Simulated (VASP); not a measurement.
Here is a VASP 6.6.1 calculation.

The input INCAR:

```
  PREC = Accurate
  ENCUT = 520
  EDIFF = 1E-6
  ISMEAR = 0
  SIGMA = 0.15
  LREAL = False
  LASPH = True
  NELM = 100
  ALGO = Fast
  ISIF = 2
  LWAVE = False
  LCHARG = False
  GGA = PS
  NBANDS = 40
```

The input KPOINTS:

```
Automatic mesh
0
Gamma
  12 12 8
```

Contents of POSCAR:

```
In2Sb
1.0
    5.3333334348      0.0000000000      0.0000000000
   -2.6666667174      4.6188022414      0.0000000000
    0.0000000000      0.0000000000      6.3928489808
In Sb
4 2
Direct
    0.6666666667      0.3333333333      0.2500000000
    0.3333333333      0.6666666667      0.7500000000
    0.0000000000      0.0000000000      0.5000000000
    0.0000000000      0.0000000000      0.0000000000
    0.6666666667      0.3333333333      0.7500000000
    0.3333333333      0.6666666667      0.2500000000
```

Potentials or basis: VASP PAW PBE potentials, release 64 (In_d, Sb).

Command:

```sh
$ cat potpaw_PBE.64/In_d/POTCAR potpaw_PBE.64/Sb/POTCAR > POTCAR
$ mpirun -np 1 vasp_std > vasp.out
```

(1) Estimate the band gap on the k mesh.

(2) Estimate the pressure.

Results:

(1) zero (bands 31 and 32 overlap by 2.23 eV).

(2) 0.1 GPa.

Caveat: the PAW data sets were made with another functional, which shifts forces and pressure a little; spin-orbit coupling is left out, which moves the levels of the heavy elements.
